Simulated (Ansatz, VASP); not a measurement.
# Fe: VASP beside Ansatz

```
Fe
1.0
    -1.22997    1.22997    1.92588
     1.22997   -1.22997    1.92588
     1.22997    1.22997   -1.92588
Fe
1
Cartesian
  0.0000 0.0000 0.0000
```

Alike in both runs: task single point; functional PBE; k mesh 12 × 12 × 12; occupations gaussian, width 0.15 eV; collinear spin.

|  | VASP | Ansatz |
| --- | --- | --- |
| version | VASP 6.6.1 | Ansatz 0.2.0 |
| potentials or method | VASP PAW PBE potentials, release 64 (Fe), cutoff 520 eV | scalar-relativistic, plane waves, PAW |
| valence electrons in the cell | 8 | 16 |

|  | VASP | Ansatz | Ansatz less VASP |
| --- | --- | --- | --- |
| gap on the k mesh at the Fermi level (eV) | none | none | - |
| pressure (GPa) | 0.9 | 0.8 | -0.07 |
| traceless stress, the component that is largest in VASP (GPa) | 6.13 | 6.14 | +0.009 |
| net moment per atom (μB) | 2.36 | 2.35 | -0.016 |
| size of the moment on the site where the two differ most (μB) | 2.36 | 2.38 | +0.024 |

Site moments also hang on the region over which each program counts them. A gap of «none» marks a metal or a gap that the smearing closes. VASP's potentials hold 8 valence electrons a cell and Ansatz's 16, so a difference there can come from the potentials and not from the codes.
